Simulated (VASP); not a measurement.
# AlCo (P4/mmm) in VASP: further runs

The runs below take AlCo through single point, with PBE.

Program: VASP 6.6.1. These are calculated values, not measurements. Logs are shortened: lines on timing, memory, paths and dates and some standing lists are left out, and cuts for length are marked.

## Step 1: The cell of the first run

It takes space group P4/mmm (No. 123, tetragonal). The conventional cell has a = 2.819 Å, b = 2.819 Å, c = 2.772 Å, α = 90.00°, β = 90.00°, γ = 90.00°. Within 3.2 Å of Al (site symmetry 4/mmm) lie 8 Co at 2.43 Å and 6 Al at 2.77 to 2.82 Å. Within 3.2 Å of Co (site symmetry 4/mmm) lie 8 Al at 2.43 Å and 6 Co at 2.77 to 2.82 Å.

## Step 2: Single point, PBE, collinear spin, ferromagnetic start

Contents of INCAR:

```
  PREC = Accurate
  ENCUT = 520
  EDIFF = 1E-6
  ISMEAR = -1
  SIGMA = 0.1
  LREAL = F
  LASPH = T
  NELM = 150
  ALGO = Normal
  ISIF = 2
  LWAVE = F
  LCHARG = T
  ISPIN = 2
  MAGMOM = 0 1.8
  LORBIT = 11
  LMAXMIX = 4
  GGA = PE
  LELF = T
  LVHAR = T
  NBANDS = 17
```

Contents of KPOINTS:

```
Automatic mesh
0
Gamma
  12 12 12
```

Contents of POSCAR:

```
AlCo
1.0
    2.8194030000      0.0000000000      0.0000000000
    0.0000000000      2.8194030000      0.0000000000
    0.0000000000      0.0000000000      2.7724129500
Al Co
1 1
Direct
    0.0000000000      0.0000000000      0.0000000000
    0.5000000000      0.5000000000      0.5000000000
```

Potentials or basis: VASP PAW PBE potentials, release 64 (Al, Co).

On the command line:

```bash
cat potpaw_PBE.64/Al/POTCAR potpaw_PBE.64/Co/POTCAR > POTCAR
mpirun -np 1 vasp_std > vasp.out
```

OUTCAR:

```text
PREC = Accurate
   ENCUT = 520
   EDIFF = 1E-6
   ISMEAR = -1
   LREAL = F
   LASPH = T
   NELM = 150
   ISIF = 2
   ISPIN = 2
   LORBIT = 11
   GGA = PE

 ion  position               nearest neighbor table
   1  0.000  0.000  0.000-   2 2.43   2 2.43   2 2.43   2 2.43   2 2.43   2 2.43   2 2.43   2 2.43

   2  0.500  0.500  0.500-   1 2.43   1 2.43   1 2.43   1 2.43   1 2.43   1 2.43   1 2.43   1 2.43

  LATTYP: Found a simple tetragonal cell.
 ALAT       =     2.8194030000
 C/A-ratio  =     0.9833333333

  Lattice vectors:

 A1 = (   2.8194030000,   0.0000000000,   0.0000000000)
 A2 = (   0.0000000000,   2.8194030000,   0.0000000000)
 A3 = (   0.0000000000,   0.0000000000,   2.7724129500)

Analysis of symmetry for initial positions (statically):
=====================================================================
 Subroutine PRICEL returns:
 Original cell was already a primitive cell.

 Routine SETGRP: Setting up the symmetry group for a
 simple tetragonal supercell.

 Subroutine GETGRP returns: Found 16 space group operations
 (whereof 16 operations were pure point group operations)
 out of a pool of 16 trial point group operations.

The static configuration has the point symmetry D_4h.

Analysis of symmetry for dynamics (positions and initial velocities):
=====================================================================
 Subroutine PRICEL returns:
 Original cell was already a primitive cell.

 Routine SETGRP: Setting up the symmetry group for a
 simple tetragonal supercell.

 Subroutine GETGRP returns: Found 16 space group operations
 (whereof 16 operations were pure point group operations)
 out of a pool of 16 trial point group operations.

The dynamic configuration has the point symmetry D_4h.

Analysis of structural, dynamic, and magnetic symmetry:
=====================================================================
 Subroutine PRICEL returns:
 Original cell was already a primitive cell.

 Routine SETGRP: Setting up the symmetry group for a
 simple tetragonal supercell.

 Subroutine GETGRP returns: Found 16 space group operations
 (whereof 16 operations were pure point group operations)
 out of a pool of 16 trial point group operations.

The overall configuration has the point symmetry D_4h.

 Subroutine INISYM returns: Found 16 space group operations
 (whereof 16 operations are pure point group operations),
 and found     1 'primitive' translations

----------------------------------------------------------------------------------------

                                     Primitive cell

  volume of cell :      22.0380

  direct lattice vectors                    reciprocal lattice vectors
     2.819403000  0.000000000  0.000000000     0.354685017  0.000000000  0.000000000
     0.000000000  2.819403000  0.000000000     0.000000000  0.354685017  0.000000000
     0.000000000  0.000000000  2.772412950     0.000000000  0.000000000  0.360696627

  length of vectors
     2.819403000  2.819403000  2.772412950     0.354685017  0.354685017  0.360696627

  position of ions in fractional coordinates (direct lattice)
     0.000000000  0.000000000  0.000000000
     0.500000000  0.500000000  0.500000000

  ion indices of the primitive-cell ions
   primitive index   ion index
                 1           1
                 2           2

----------------------------------------------------------------------------------------

 KPOINTS: Automatic mesh

Automatic generation of k-mesh.
 Grid dimensions read from file:
 generate k-points for:   12   12   12

 Generating k-lattice:

  Cartesian coordinates                     Fractional coordinates (reciprocal lattice)
     0.029557085  0.000000000  0.000000000     0.083333333  0.000000000  0.000000000
     0.000000000  0.029557085  0.000000000     0.000000000  0.083333333  0.000000000
     0.000000000  0.000000000  0.030058052     0.000000000  0.000000000  0.083333333

  Length of vectors
     0.029557085  0.029557085  0.030058052

  Shift w.r.t. Gamma in fractional coordinates (k-lattice)
     0.000000000  0.000000000  0.000000000

 Subroutine IBZKPT returns following result:
 ===========================================

 Found    196 irreducible k-points:

 Following reciprocal coordinates:
            Coordinates               Weight
  0.000000  0.000000  0.000000      1.000000
  0.083333  0.000000  0.000000      4.000000
  0.166667  0.000000  0.000000      4.000000
  0.250000  0.000000  0.000000      4.000000
  0.333333  0.000000  0.000000      4.000000
  0.416667  0.000000  0.000000      4.000000
[... 16 lines left out ...]
  0.333333  0.333333  0.000000      4.000000
  0.416667  0.333333  0.000000      8.000000
 [... further k-points ...]
   k-points           NKPTS =    196   k-points in BZ     NKDIM =    196   number of bands    NBANDS=     17
   number of dos      NEDOS =    301   number of ions     NIONS =      2
   total plane-waves  NPLWV =  13824
   dimension x,y,z NGX =    24 NGY =   24 NGZ =   24
   dimension x,y,z NGXF=    48 NGYF=   48 NGZF=   48
   ions per type =               1   1
   NGX,Y,Z   is equivalent  to a cutoff of  14.15, 14.15, 14.39 a.u.
   NGXF,Y,Z  is equivalent  to a cutoff of  28.30, 28.30, 28.78 a.u.
 SYSTEM =  unknown system
   PREC   = accura    normal or accurate (medium, high low for compatibility)
   ISTART =      0    job   : 0-new  1-cont  2-samecut
   ICHARG =      2    charge: 1-file 2-atom 10-const
   ISPIN  =      2    spin polarized calculation?
   LNONCOLLINEAR =      F non collinear calculations
   LSORBIT =      F    spin-orbit coupling
   LASPH  =      T    aspherical Exc in radial PAW
   ENCUT  =  520.0 eV  38.22 Ry    6.18 a.u.   5.24  5.24  5.15*2*pi/ulx,y,z
   NELM   =    150;   NELMIN=  2; NELMDL= -5     # of ELM steps
   EDIFF  = 0.1E-05   stopping-criterion for ELM
   LREAL  =      F    real-space projection
   EDIFFG = 0.1E-04   stopping-criterion for IOM
   NSW    =      0    number of steps for IOM
   IBRION =     -1    ionic relax: 0-MD 1-quasi-New 2-CG
   NFREE  =      0    steps in history (QN), initial steepest desc. (CG)
   ISIF   =      2    stress and relaxation
   ISYM   =      2    0-nonsym 1-usesym 2-fastsym
   POTIM  = 0.5000    time-step for ionic-motion
   TEBEG  =    0.0;   TEEND  =   0.0 temperature during run
   PSTRESS=    0.0 pullay stress
   NELECT =      12.0000    total number of electrons
   NUPDOWN=      -1.0000    fix difference up-down
   EMIN   =  10.00;   EMAX   =-10.00  energy-range for DOS
   EFERMI =   0.00;   METHOD = LEGACY
   ISMEAR =    -1;   SIGMA  =   0.10  broadening in eV -4-tet -1-fermi 0-gaus
   EFERMI_NEDOS =   21; number of points for ismear=-14 and -15
   IALGO  =     38    algorithm
   IMIX   =      4    mixing-type and parameters
     AMIX     =   0.40;   BMIX     =  1.00
     AMIX_MAG =   1.60;   BMIX_MAG =  1.00
  volume/ion in A,a.u.               =      11.02        74.36
  Fermi-wavevector in a.u.,A,eV,Ry     =   1.336835  2.526252 24.315353  1.787128
  Thomas-Fermi vector in A             =   2.465431
   LORBIT       =     11    0 simple, 1 ext, 2 COOP (PROOUT), +10 PAW based schemes
   GGA     = PE    functional components
   LHFCALC =     F    Hartree Fock is set to
   AEXX    =    0.0000 exact exchange contribution
   IVDW    =     0    specifies the selected vdW correction
   LEPSILON=     F    determine dielectric tensor
   LRPA    =     F    only Hartree local field effects (RPA)
 spin polarized calculation
  energy-cutoff  :      520.00
  volume of cell :       22.04
 maximum number of plane-waves:       624
 NGX is ok and might be reduce to    24
   NGX = 11   NGY = 11   NGZ = 11

 number of electron      11.9999999 magnetization      -0.0030832

 number of electron      11.9999999 magnetization       0.0001122

 Free energy of the ion-electron system (eV)
  ---------------------------------------------------
  ext. energy  EPLUGINS =         0.00000000
  ---------------------------------------------------
  free energy    TOTEN  =       -11.96437395 eV

  energy without entropy =      -11.93701095  energy(sigma->0) =      -11.95069245

 E-fermi :  11.2095     XC(G=0): -12.5064

 val. band max:       11.2030040901   @ k =   0.4167   0.4167   0.0000
 cond. band min:      11.2289846508   @ k =   0.5000   0.4167   0.1667
 fundamental gap:      0.0259805607
 Fermi energy:        11.2095033070

 spin component 1

 k-point     1 :       0.0000    0.0000    0.0000
  band No.  band energies     occupation
      1      -0.1631      1.00000
      2       8.0460      1.00000
      3       8.0785      1.00000
      4      10.3032      0.99988
      5      10.3718      0.99977
      6      10.3718      0.99977
[... 9 lines left out ...]
     16      35.2536      0.00000
     17      35.2538      0.00000
[... 441 lines left out ...]
 k-point    24 :       0.4167    0.3333    0.0000
  band No.  band energies     occupation
      1       4.6376      1.00000
      2       6.8652      1.00000
      3       8.4615      1.00000
      4       9.0802      1.00000
      5       9.6917      1.00000
      6       9.8656      1.00000
[... 9 lines left out ...]
     16      33.9420      0.00000
     17      34.4690      0.00000

 [... further k-points ...]

 spin component 2

 k-point     1 :       0.0000    0.0000    0.0000
  band No.  band energies     occupation
      1      -0.1632      1.00000
      2       8.0464      1.00000
      3       8.0788      1.00000
      4      10.3034      0.99988
      5      10.3719      0.99977
      6      10.3719      0.99977
[... 9 lines left out ...]
     16      35.2536      0.00000
     17      35.2536      0.00000
[... 441 lines left out ...]
 k-point    24 :       0.4167    0.3333    0.0000
  band No.  band energies     occupation
      1       4.6376      1.00000
      2       6.8653      1.00000
      3       8.4616      1.00000
      4       9.0805      1.00000
      5       9.6917      1.00000
      6       9.8656      1.00000
[... 9 lines left out ...]
     16      33.9420      0.00000
     17      34.4689      0.00000

 [... further k-points ...]

------------------------ aborting loop because EDIFF is reached ----------------------------------------

  FORCE on cell =-STRESS in cart. coord.  units (eV):
  Direction    XX          YY          ZZ          XY          YZ          ZX
  --------------------------------------------------------------------------------------
  -------------------------------------------------------------------------------------
  Total        1.2756903      1.2756903      1.7295299      0.0000000      0.0000000      0.0000000
  in kB       92.7435233     92.7435233    125.7379640      0.0000000      0.0000000      0.0000000
  external PRESSURE =     103.7416702 kB  Pullay stress =       0.0000000 kB

 VOLUME and BASIS-vectors are now :
 -----------------------------------------------------------------------------
  energy-cutoff  :      520.00
  volume of cell :       22.04
      direct lattice vectors                 reciprocal lattice vectors
     2.819403000  0.000000000  0.000000000     0.354685017  0.000000000  0.000000000
     0.000000000  2.819403000  0.000000000     0.000000000  0.354685017  0.000000000
     0.000000000  0.000000000  2.772412950     0.000000000  0.000000000  0.360696627

 POSITION                                       TOTAL-FORCE (eV/Angst)
 -----------------------------------------------------------------------------------
      0.00000      0.00000      0.00000         0.000000      0.000000      0.000000
      1.40970      1.40970      1.38621         0.000000      0.000000      0.000000
 -----------------------------------------------------------------------------------
    total drift:                                0.000000     -0.000000     -0.000000

  FREE ENERGIE OF THE ION-ELECTRON SYSTEM (eV)
  ---------------------------------------------------
  free  energy   TOTEN  =       -11.9643739533 eV

  energy  without entropy=      -11.9370109520  energy(sigma->0) =      -11.95069245

 total charge

# of ion       s       p       d       tot
------------------------------------------
    1        0.401   0.451   0.000   0.853
    2        0.455   0.549   7.544   8.548
--------------------------------------------------
tot          0.856   1.000   7.544   9.400

 magnetization (x)

# of ion       s       p       d       tot
------------------------------------------
    1       -0.000  -0.000   0.000  -0.000
    2       -0.000  -0.000   0.000   0.000
--------------------------------------------------
tot         -0.000  -0.000   0.000   0.000
```

Wall time 2.2 min (1 thread of Intel Xeon 8259CL, shared host); peak memory 0.24 GiB.

What came out:

| Quantity | Value |
| --- | --- |
| Free energy | -11.9644 eV |
| Pressure | 10.4 GPa |
| Band gap on the k mesh | zero (filled and empty bands overlap) |
| Net moment | 0.00 μB per cell |
| Valence electrons inside the program's atomic spheres | Al 0.85; Co 8.55 |

Caveat: the cell stands under pressure.

## Step 3: Single point, PBE, collinear spin, ferromagnetic start

This run uses another cell than the first one, of 11.39 Å³/atom.

Contents of INCAR:

```
SYSTEM = AlCo
ALGO = Normal
EDIFF = 1E-6
ENCUT = 520
GGA = PE
ISIF = 2
ISMEAR = -1
ISPIN = 2
LASPH = .TRUE.
LCHARG = .FALSE.
LMAXMIX = 4
LORBIT = 11
LREAL = .FALSE.
LWAVE = .FALSE.
MAGMOM = 0 1.8
NBANDS = 17
NELM = 150
PREC = Accurate
SIGMA = 0.1
```

Contents of KPOINTS:

```
k-points
0
G
  12 12 12
  0 0 0
```

POSCAR: that of step 2 with these lines changed.

```diff
@@ -4,3 +4,3 @@
     0.0000000000      2.8194030000      0.0000000000
-    0.0000000000      0.0000000000      2.7724129500
+    0.0000000000      0.0000000000      2.8663930500
 Al Co
```

Potentials or basis: VASP PAW PBE potentials, release 64 (Al, Co).

On the command line:

```bash
cat potpaw_PBE.64/Al/POTCAR potpaw_PBE.64/Co/POTCAR > POTCAR
mpirun -np 1 vasp_std > vasp.out
```

It took 1.9 min on 1 thread of Intel Xeon 8259CL, shared host; peak memory 0.24 GiB.

Results (log left out):

| Quantity | Value |
| --- | --- |
| Free energy | -11.9965 eV |
| Pressure | 3.6 GPa |
| Band gap on the k mesh | zero (filled and empty bands overlap) |
| Net moment | 0.00 μB per cell |
| Valence electrons inside the program's atomic spheres | Al 0.83; Co 8.48 |

Stress tensor (GPa, compression positive):
```
4.39 0.00 0.00
0.00 4.39 0.00
0.00 0.00 1.96
```

Levels at points of the mesh, in eV from the Fermi level:
Spin up:
| k point | band 2 | band 3 | band 4 | band 5 | band 6 | band 7 | band 8 | band 9 | band 10 | band 11 |
| --- | --- | --- | --- | --- | --- | --- | --- | --- | --- | --- |
| (0.00, 0.00, 0.00) | -3.00 | -2.97 | -0.83 | -0.83 | -0.77 | 5.69 | 6.30 | 6.30 | 8.78 | 8.90 |
| (0.50, 0.00, 0.00) | -6.64 | -2.37 | -1.78 | -1.66 | -0.71 | 0.28 | 8.46 | 10.39 | 10.95 | 11.60 |
| (0.50, 0.50, 0.00) | -3.05 | -2.59 | -2.59 | -1.55 | -1.55 | -0.16 | 2.62 | 3.69 | 12.70 | 15.75 |
| (0.00, 0.00, 0.50) | -6.70 | -2.40 | -1.67 | -1.67 | -0.67 | 0.13 | 8.47 | 10.90 | 10.90 | 11.90 |
| (0.50, 0.00, 0.50) | -3.08 | -2.75 | -2.65 | -1.47 | -1.46 | -0.22 | 2.47 | 3.54 | 13.12 | 16.06 |
| (0.50, 0.50, 0.50) | -3.97 | -3.97 | -0.19 | -0.13 | 2.39 | 2.46 | 2.46 | 4.31 | 5.39 | 5.39 |
Spin down:
| k point | band 4 | band 5 | band 6 | band 7 | band 8 | band 9 |
| --- | --- | --- | --- | --- | --- | --- |
| (0.00, 0.00, 0.00) | -0.83 | -0.83 | -0.77 | 5.69 | 6.30 | 6.30 |
| (0.50, 0.00, 0.00) | -1.78 | -1.66 | -0.71 | 0.28 | 8.46 | 10.39 |
| (0.50, 0.50, 0.00) | -2.59 | -1.55 | -1.55 | -0.16 | 2.62 | 3.69 |
| (0.00, 0.00, 0.50) | -1.67 | -1.67 | -0.67 | 0.13 | 8.47 | 10.90 |
| (0.50, 0.00, 0.50) | -2.65 | -1.47 | -1.46 | -0.22 | 2.47 | 3.54 |
| (0.50, 0.50, 0.50) | -0.19 | -0.13 | 2.39 | 2.46 | 2.46 | 4.31 |

Caveat: the cell stands under pressure.

## Step 4: Single point, PBE, collinear spin, ferromagnetic start

This run uses another cell than the first one, of 11.58 Å³/atom.

Contents of INCAR:

```
SYSTEM = AlCo
PREC = Accurate ; ENCUT = 520
EDIFF = 1E-6 ; ISMEAR = -1
SIGMA = 0.1 ; LREAL = .FALSE.
LASPH = .TRUE. ; NELM = 150
ALGO = Normal ; ISIF = 2
LWAVE = .FALSE. ; LCHARG = .FALSE.
ISPIN = 2 ; MAGMOM = 0 1.8
LORBIT = 11 ; LMAXMIX = 4
GGA = PE ; NBANDS = 17
```

Contents of KPOINTS:

```
regular mesh
0
G
  12 12 12
  0 0 0
```

POSCAR: that of step 3 with these lines changed.

```diff
@@ -4,3 +4,3 @@
     0.0000000000      2.8194030000      0.0000000000
-    0.0000000000      0.0000000000      2.8663930500
+    0.0000000000      0.0000000000      2.9133831000
 Al Co
```

On the command line:

```bash
cat potpaw_PBE.64/Al/POTCAR potpaw_PBE.64/Co/POTCAR > POTCAR
mpirun -np 1 vasp_std > vasp.out
```

It took 2.5 min on 1 thread of Intel Xeon 8259CL, shared host; peak memory 0.24 GiB.

Results (log left out):

```
Free energy                                           : -11.9958 eV
Pressure                                              : 0.5 GPa
Band gap on the k mesh                                : zero (filled and empty bands overlap)
Net moment                                            : 0.00 μB per cell
Valence electrons inside the program's atomic spheres : Al 0.82; Co 8.45
```

Stress tensor (GPa, compression positive):
```
 1.94  0.00  0.00
 0.00  1.94  0.00
 0.00  0.00 -2.30
```

Levels at points of the mesh, in eV from the Fermi level:
Spin up:
| k point | band 2 | band 3 | band 4 | band 5 | band 6 | band 7 | band 8 | band 9 | band 10 | band 11 |
| --- | --- | --- | --- | --- | --- | --- | --- | --- | --- | --- |
| (0.00, 0.00, 0.00) | -2.92 | -2.87 | -0.81 | -0.81 | -0.70 | 5.25 | 6.43 | 6.43 | 8.64 | 8.91 |
| (0.50, 0.00, 0.00) | -6.52 | -2.29 | -1.80 | -1.57 | -0.69 | 0.34 | 8.44 | 9.99 | 11.08 | 11.20 |
| (0.50, 0.50, 0.00) | -2.94 | -2.46 | -2.46 | -1.55 | -1.55 | -0.11 | 2.69 | 3.71 | 12.28 | 15.36 |
| (0.00, 0.00, 0.50) | -6.63 | -2.34 | -1.58 | -1.58 | -0.61 | 0.05 | 8.47 | 10.98 | 10.98 | 11.79 |
| (0.50, 0.00, 0.50) | -3.01 | -2.78 | -2.59 | -1.40 | -1.37 | -0.22 | 2.40 | 3.41 | 13.09 | 15.96 |
| (0.50, 0.50, 0.50) | -3.87 | -3.87 | -0.20 | -0.08 | 2.38 | 2.50 | 2.50 | 4.18 | 5.26 | 5.26 |
Spin down:
| k point | band 4 | band 5 | band 6 | band 7 | band 8 | band 9 |
| --- | --- | --- | --- | --- | --- | --- |
| (0.00, 0.00, 0.00) | -0.81 | -0.81 | -0.70 | 5.25 | 6.43 | 6.43 |
| (0.50, 0.00, 0.00) | -1.80 | -1.57 | -0.69 | 0.34 | 8.43 | 9.99 |
| (0.50, 0.50, 0.00) | -2.46 | -1.55 | -1.55 | -0.10 | 2.70 | 3.71 |
| (0.00, 0.00, 0.50) | -1.58 | -1.58 | -0.60 | 0.05 | 8.47 | 10.98 |
| (0.50, 0.00, 0.50) | -2.59 | -1.39 | -1.36 | -0.21 | 2.40 | 3.41 |
| (0.50, 0.50, 0.50) | -0.19 | -0.07 | 2.38 | 2.50 | 2.50 | 4.17 |
